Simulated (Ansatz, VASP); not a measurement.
**NaH: VASP beside Ansatz**

```
CELL_PARAMETERS angstrom
0.00000 2.51320 2.51320
2.51320 0.00000 2.51320
2.51320 2.51320 0.00000
ATOMIC_POSITIONS crystal
Na 0.00000 0.00000 0.00000
H 0.50000 0.50000 0.50000
```

Change from the starting cell: strain +0.030 along x and y, +0.030 along z, atoms carried along.

Alike in both runs: task single point; functional LDA; k mesh 8 × 8 × 8; occupations gaussian, width 0.05 eV; no spin polarisation.

```csv
,VASP,Ansatz
version,VASP 6.6.1,Ansatz 0.2.0
potentials or method,"VASP PAW LDA potentials, release 64 (Na_pv, H), cutoff 520 eV","scalar-relativistic, plane waves, PAW"
valence electrons in the cell,8,10
```

|  | VASP | Ansatz | Ansatz less VASP |
| --- | --- | --- | --- |
| gap on the k mesh at the Fermi level (eV) | 3.23 | 3.24 | +0.001 |
| least direct gap on the mesh (eV) | 4.08 | 4.09 | +0.003 |
| pressure (GPa) | -3.9 | -3.9 | +0.05 |

LDA's correlation is that of Perdew and Zunger in VASP and of Perdew and Wang (1992) in Ansatz. VASP's potentials hold 8 valence electrons a cell and Ansatz's 10, so a difference there can come from the potentials and not from the codes.
